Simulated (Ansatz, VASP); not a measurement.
## Two plane-wave programs on Sn2Ge

```xyz
3
Lattice="0.0000 3.4294 3.4294 3.4294 0.0000 3.4294 3.4294 3.4294 0.0000" Properties=species:S:1:pos:R:3 pbc="T T T"
Sn    5.1441    5.1441    5.1441
Sn    1.7147    1.7147    1.7147
Ge    0.0000    0.0000    0.0000
```

Alike in both runs: functional PBEsol; k mesh 12 × 12 × 12; occupations fermi-dirac, width 0.15 eV; no spin polarisation.

Ansatz relaxed the structure, and its values are those at the end. VASP's run is a single point on that final structure, the one shown.

```csv
,VASP,Ansatz
version,VASP 6.6.1,Ansatz 0.2.0
potentials or method,"VASP PAW PBE potentials, release 64 (Sn_d, Ge_d), cutoff 520 eV","scalar-relativistic, plane waves, PAW"
valence electrons in the cell,42,42
```

|  | VASP | Ansatz | Ansatz less VASP |
| --- | --- | --- | --- |
| gap on the k mesh at the Fermi level (eV) | none | none | - |
| pressure (GPa) | 0.0 | 0.0 | +0.01 |

VASP's potentials were made for PBE, not for PBEsol. A gap of «none» marks a metal or a gap that the smearing closes.
